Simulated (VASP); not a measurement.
# Hf (P6_3/mmc) in VASP: notebook

Hf is run at these levels: PBE; tasks: single point, relaxation of cell and atoms.

Program: VASP 6.6.1. These are calculated values, not measurements. Logs are shortened: lines on timing, memory, paths and dates and some standing lists are left out, and cuts for length are marked.

## Step 1: The cell of the first run

It takes space group P6_3/mmc (No. 194, hexagonal). The conventional cell has a = 2.611 Å, b = 2.611 Å, c = 4.456 Å, α = 90.00°, β = 90.00°, γ = 120.00°. Hf (site symmetry -6m2) has 12 Hf at 2.61 to 2.69 Å within 3.4 Å.

## Step 2: Single point, PBE

INCAR reads:

```
ALGO = Normal
EDIFF = 1E-6
ENCUT = 520
GGA = PE
ISIF = 2
ISMEAR = -1
LASPH = True
LCHARG = False
LREAL = False
LWAVE = False
NBANDS = 17
NELM = 60
PREC = Accurate
SIGMA = 0.08
```

KPOINTS reads:

```
k-points
0
Gamma
  17 17 9
```

POSCAR reads:

```
Hf
1.0
    2.6105702325      0.0000000000      0.0000000000
   -1.3052851162      2.2608201397      0.0000000000
    0.0000000000      0.0000000000      4.4557981226
Hf
2
Direct
    0.3333333333      0.6666666667      0.2500000000
    0.6666666667      0.3333333333      0.7500000000
```

Potentials or basis: VASP PAW PBE potentials, release 64 (Hf_pv).

On the command line:

```sh
$ cat potpaw_PBE.64/Hf_pv/POTCAR > POTCAR
$ mpirun -np 1 vasp_std > vasp.out
```

OUTCAR:

```text
EDIFF = 1E-6
   ENCUT = 520
   GGA = PE
   ISIF = 2
   ISMEAR = -1
   LASPH = True
   LREAL = False
   NELM = 60
   PREC = Accurate

 ion  position               nearest neighbor table
   1  0.333  0.667  0.250-   2 2.69   2 2.69   2 2.69   2 2.69   2 2.69   2 2.69   2 3.75   2 3.75
                             2 3.75   2 3.75   2 3.75   2 3.75
   2  0.667  0.333  0.750-   1 2.69   1 2.69   1 2.69   1 2.69   1 2.69   1 2.69   1 3.75   1 3.75
                             1 3.75   1 3.75   1 3.75   1 3.75

  LATTYP: Found a hexagonal cell.
 ALAT       =     2.6105702325
 C/A-ratio  =     1.7068294379

  Lattice vectors:

 A1 = (   2.6105702325,   0.0000000000,   0.0000000000)
 A2 = (  -1.3052851162,   2.2608201397,   0.0000000000)
 A3 = (   0.0000000000,   0.0000000000,   4.4557981226)

Analysis of symmetry for initial positions (statically):
=====================================================================
 Subroutine PRICEL returns:
 Original cell was already a primitive cell.

 Routine SETGRP: Setting up the symmetry group for a
 hexagonal supercell.

 Subroutine GETGRP returns: Found 24 space group operations
 (whereof 12 operations were pure point group operations)
 out of a pool of 24 trial point group operations.

The static configuration has the point symmetry D_3d.
 The point group associated with its full space group is D_6h.

Analysis of symmetry for dynamics (positions and initial velocities):
=====================================================================
 Subroutine PRICEL returns:
 Original cell was already a primitive cell.

 Routine SETGRP: Setting up the symmetry group for a
 hexagonal supercell.

 Subroutine GETGRP returns: Found 24 space group operations
 (whereof 12 operations were pure point group operations)
 out of a pool of 24 trial point group operations.

The dynamic configuration has the point symmetry D_3d.
 The point group associated with its full space group is D_6h.

 Subroutine INISYM returns: Found 24 space group operations
 (whereof 12 operations are pure point group operations),
 and found     1 'primitive' translations

----------------------------------------------------------------------------------------

                                     Primitive cell

  volume of cell :      26.2983

  direct lattice vectors                    reciprocal lattice vectors
     2.610570233  0.000000000  0.000000000     0.383058072  0.221158681  0.000000000
    -1.305285116  2.260820140  0.000000000     0.000000000  0.442317362  0.000000000
     0.000000000  0.000000000  4.455798123     0.000000000  0.000000000  0.224426685

  length of vectors
     2.610570233  2.610570232  4.455798123     0.442317362  0.442317362  0.224426685

  position of ions in fractional coordinates (direct lattice)
     0.333333333  0.666666667  0.250000000
     0.666666667  0.333333333  0.750000000

  ion indices of the primitive-cell ions
   primitive index   ion index
                 1           1
                 2           2

----------------------------------------------------------------------------------------

 KPOINTS: k-points

Automatic generation of k-mesh.
 Grid dimensions read from file:
 generate k-points for:   17   17    9

 Generating k-lattice:

  Cartesian coordinates                     Fractional coordinates (reciprocal lattice)
     0.022532828  0.013009334  0.000000000     0.058823529  0.000000000  0.000000000
     0.000000000  0.026018668  0.000000000     0.000000000  0.058823529  0.000000000
     0.000000000  0.000000000  0.024936298     0.000000000  0.000000000  0.111111111

  Length of vectors
     0.026018668  0.026018668  0.024936298

  Shift w.r.t. Gamma in fractional coordinates (k-lattice)
     0.000000000  0.000000000  0.000000000

 Subroutine IBZKPT returns following result:
 ===========================================

 Found    165 irreducible k-points:

 Following reciprocal coordinates:
            Coordinates               Weight
  0.000000  0.000000  0.000000      1.000000
  0.058824  0.000000  0.000000      6.000000
  0.117647  0.000000  0.000000      6.000000
  0.176471 -0.000000  0.000000      6.000000
  0.235294  0.000000  0.000000      6.000000
  0.294118  0.000000  0.000000      6.000000
[... 16 lines left out ...]
  0.411765  0.117647  0.000000     12.000000
  0.176471  0.176471  0.000000      6.000000
 [... further k-points ...]
   k-points           NKPTS =    165   k-points in BZ     NKDIM =    165   number of bands    NBANDS=     17
   number of dos      NEDOS =    301   number of ions     NIONS =      2
   total plane-waves  NPLWV =  14400
   dimension x,y,z NGX =    20 NGY =   20 NGZ =   36
   dimension x,y,z NGXF=    40 NGYF=   40 NGZF=   72
   ions per type =               2
   NGX,Y,Z   is equivalent  to a cutoff of  12.74, 12.74, 13.43 a.u.
   NGXF,Y,Z  is equivalent  to a cutoff of  25.47, 25.47, 26.86 a.u.
 SYSTEM =  unknown system
   PREC   = accura    normal or accurate (medium, high low for compatibility)
   ISTART =      0    job   : 0-new  1-cont  2-samecut
   ICHARG =      2    charge: 1-file 2-atom 10-const
   ISPIN  =      1    spin polarized calculation?
   LNONCOLLINEAR =      F non collinear calculations
   LSORBIT =      F    spin-orbit coupling
   LASPH  =      T    aspherical Exc in radial PAW
   ENCUT  =  520.0 eV  38.22 Ry    6.18 a.u.   4.85  4.85  8.28*2*pi/ulx,y,z
   NELM   =     60;   NELMIN=  2; NELMDL= -5     # of ELM steps
   EDIFF  = 0.1E-05   stopping-criterion for ELM
   LREAL  =      F    real-space projection
   EDIFFG = 0.1E-04   stopping-criterion for IOM
   NSW    =      0    number of steps for IOM
   IBRION =     -1    ionic relax: 0-MD 1-quasi-New 2-CG
   NFREE  =      0    steps in history (QN), initial steepest desc. (CG)
   ISIF   =      2    stress and relaxation
   ISYM   =      2    0-nonsym 1-usesym 2-fastsym
   POTIM  = 0.5000    time-step for ionic-motion
   TEBEG  =    0.0;   TEEND  =   0.0 temperature during run
   PSTRESS=    0.0 pullay stress
   NELECT =      20.0000    total number of electrons
   NUPDOWN=      -1.0000    fix difference up-down
   EMIN   =  10.00;   EMAX   =-10.00  energy-range for DOS
   EFERMI =   0.00;   METHOD = LEGACY
   ISMEAR =    -1;   SIGMA  =   0.08  broadening in eV -4-tet -1-fermi 0-gaus
   EFERMI_NEDOS =   21; number of points for ismear=-14 and -15
   IALGO  =     38    algorithm
   IMIX   =      4    mixing-type and parameters
     AMIX     =   0.40;   BMIX     =  1.00
     AMIX_MAG =   1.60;   BMIX_MAG =  1.00
  volume/ion in A,a.u.               =      13.15        88.73
  Fermi-wavevector in a.u.,A,eV,Ry     =   1.494316  2.823848 30.381553  2.232981
  Thomas-Fermi vector in A             =   2.606605
   LORBIT       =      0    0 simple, 1 ext, 2 COOP (PROOUT), +10 PAW based schemes
   GGA     = PE    functional components
   LHFCALC =     F    Hartree Fock is set to
   AEXX    =    0.0000 exact exchange contribution
   IVDW    =     0    specifies the selected vdW correction
   LEPSILON=     F    determine dielectric tensor
   LRPA    =     F    only Hartree local field effects (RPA)
 non-spin polarized calculation
  energy-cutoff  :      520.00
  volume of cell :       26.30
 maximum number of plane-waves:       723
 NGX is ok and might be reduce to    20
   NGX =  9   NGY =  9   NGZ = 17

 number of electron      20.0000001 magnetization

 Free energy of the ion-electron system (eV)
  ---------------------------------------------------
  ext. energy  EPLUGINS =         0.00000000
  ---------------------------------------------------
  free energy    TOTEN  =       -14.41392199 eV

  energy without entropy =      -14.39054549  energy(sigma->0) =      -14.40223374

 E-fermi :   9.2301     XC(G=0): -13.9672

 val. band max:        9.2186093492   @ k =   0.2941   0.1765   0.0000
 cond. band min:       9.2429852519   @ k =   0.1765   0.0588   0.2222
 fundamental gap:      0.0243759027
 Fermi energy:         9.2301176409

 k-point     1 :       0.0000    0.0000    0.0000
  band No.  band energies     occupation
      1     -22.7535      2.00000
      2     -19.1950      2.00000
      3     -19.1950      2.00000
      4     -19.0684      2.00000
      5     -18.8054      2.00000
      6     -18.8054      2.00000
[... 9 lines left out ...]
     16      14.0841      0.00000
     17      18.1957      0.00000

 k-point     2 :       0.0588    0.0000    0.0000
  band No.  band energies     occupation
      1     -22.7122      2.00000
      2     -19.3323      2.00000
      3     -19.2331      2.00000
      4     -19.0781      2.00000
      5     -18.9475      2.00000
      6     -18.8233      2.00000
[... 9 lines left out ...]
     16      13.8498      0.00000
     17      18.3908      0.00000

 k-point     3 :       0.1176    0.0000    0.0000
  band No.  band energies     occupation
      1     -22.5907      2.00000
      2     -19.7173      2.00000
      3     -19.3385      2.00000
      4     -19.3366      2.00000
      5     -19.1088      2.00000
      6     -18.8767      2.00000
[... 9 lines left out ...]
     16      13.2852      0.00000
     17      18.8297      0.00000

 k-point     4 :       0.1765   -0.0000    0.0000
  band No.  band energies     occupation
      1     -22.3959      2.00000
      2     -20.2780      2.00000
      3     -19.8832      2.00000
      4     -19.4898      2.00000
      5     -19.1646      2.00000
      6     -18.9619      2.00000
[... 9 lines left out ...]
     16      13.5605      0.00000
     17      19.2869      0.00000
[... 343 lines left out ...]
      1     -22.3581      2.00000
      2     -21.8375      2.00000
      3     -21.1433      2.00000
      4     -20.3612      2.00000
      5     -19.7449      2.00000
      6     -19.6785      2.00000
[... 9 lines left out ...]
     16      19.0008      0.00000
     17      21.6034      0.00000

 k-point    23 :       0.4118    0.1176    0.0000
  band No.  band energies     occupation
      1     -22.5414      2.00000
      2     -21.9780      2.00000
      3     -20.9441      2.00000
      4     -20.4467      2.00000
      5     -19.8813      2.00000
      6     -19.7321      2.00000
[... 9 lines left out ...]
     16      19.2785      0.00000
     17      22.8602      0.00000

 k-point    24 :       0.1765    0.1765    0.0000
  band No.  band energies     occupation
      1     -21.7717      2.00000
      2     -21.3065      2.00000
      3     -21.2543      2.00000
      4     -19.9611      2.00000
      5     -19.5336      2.00000
      6     -19.3996      2.00000
[... 9 lines left out ...]
     16      17.8728      0.00000
     17      18.7341      0.00000

 [... further k-points ...]

------------------------ aborting loop because EDIFF is reached ----------------------------------------

  FORCE on cell =-STRESS in cart. coord.  units (eV):
  Direction    XX          YY          ZZ          XY          YZ          ZX
  --------------------------------------------------------------------------------------
  -------------------------------------------------------------------------------------
  Total       22.6749558     22.6749558     22.5780550      0.0000000     -0.0000000      0.0000000
  in kB     1381.4339678   1381.4339678   1375.5304454      0.0000000     -0.0000000      0.0000000
  external PRESSURE =    1379.4661270 kB  Pullay stress =       0.0000000 kB

 VOLUME and BASIS-vectors are now :
 -----------------------------------------------------------------------------
  energy-cutoff  :      520.00
  volume of cell :       26.30
      direct lattice vectors                 reciprocal lattice vectors
     2.610570233  0.000000000  0.000000000     0.383058072  0.221158681  0.000000000
    -1.305285116  2.260820140  0.000000000     0.000000000  0.442317362  0.000000000
     0.000000000  0.000000000  4.455798123     0.000000000  0.000000000  0.224426685

 POSITION                                       TOTAL-FORCE (eV/Angst)
 -----------------------------------------------------------------------------------
     -0.00000      1.50721      1.11395        -0.000000     -0.000000      0.000000
      1.30529      0.75361      3.34185         0.000000      0.000000      0.000000
 -----------------------------------------------------------------------------------
    total drift:                               -0.000000      0.000000     -0.000000

  FREE ENERGIE OF THE ION-ELECTRON SYSTEM (eV)
  ---------------------------------------------------
  free  energy   TOTEN  =       -14.4139219866 eV

  energy  without entropy=      -14.3905454882  energy(sigma->0) =      -14.40223374
```

Run time: 38 s. Hardware: 1 thread of Intel Xeon Platinum 8488C (Sapphire Rapids), shared host; peak memory 0.18 GiB.

What came out:

```yaml
Free_energy: -14.4139 eV
Pressure: 137.9 GPa
Band_gap_on_the_k_mesh: zero (band 10 reaches 10.66 eV, above the bottom of band 11 at 8.47 eV)
```

Stress tensor (GPa, compression positive):
```
138.14   0.00   0.00
  0.00 138.14   0.00
  0.00   0.00 137.55
```

Levels at points of the mesh, in eV from the Fermi level:
```csv
k point,band 6,band 7,band 8,band 9,band 10,band 11,band 12,band 13,band 14,band 15
"(0.00, 0.00, 0.00)",-28.04,-8.42,-5.48,0.33,1.31,1.31,2.56,2.56,3.61,4.85
```

Caveat: spin-orbit coupling is left out, which moves the levels of the heavy elements.

## Step 3: Single point, PBE

INCAR reads:

```
SYSTEM = Hf
PREC = Accurate
ENCUT = 520
EDIFF = 1E-7
ISMEAR = -1
SIGMA = 0.08
LREAL = .False.
LASPH = .True.
NELM = 60
ALGO = Normal
ISIF = 2
LWAVE = .False.
LCHARG = .False.
GGA = PE
NBANDS = 17
```

KPOINTS reads:

```
Automatic mesh
0
Gamma
  17 17 9
  0 0 0
```

POSCAR reads:

```
Hf
1.0
    2.6108040851      0.0000000000      0.0000000000
   -1.3054020425      2.2610226620      0.0000000000
    0.0000000000      0.0000000000      4.4566264134
Hf
2
Direct
    0.3333333333      0.6666666667      0.2500000000
    0.6666666667      0.3333333333      0.7500000000
```

Potentials or basis: VASP PAW PBE potentials, release 64 (Hf_pv).

On the command line:

```sh
$ cat potpaw_PBE.64/Hf_pv/POTCAR > POTCAR
$ mpirun -np 1 vasp_std > vasp.out
```

Wall time 41 s (1 thread of Intel Xeon Platinum 8488C (Sapphire Rapids), shared host); peak memory 0.18 GiB.

The run converged. Its results:

| Item | Value |
| --- | --- |
| Free energy | -14.4222 eV |
| Pressure | 137.8 GPa |
| Band gap on the k mesh | zero (band 10 reaches 10.65 eV, above the bottom of band 11 at 8.47 eV) |

Stress tensor (GPa, compression positive):
```
137.97   0.00   0.00
  0.00 137.97   0.00
  0.00   0.00 137.33
```

Levels at points of the mesh, in eV from the Fermi level:
```tsv
k point	band 7	band 8	band 9	band 10	band 11	band 12	band 13	band 14
(0.00, 0.00, 0.00)	-8.42	-5.48	0.33	1.31	1.31	2.56	2.56	3.60
```

Caveat: spin-orbit coupling is left out, which moves the levels of the heavy elements.

(Part 1 of 2 ends here.)
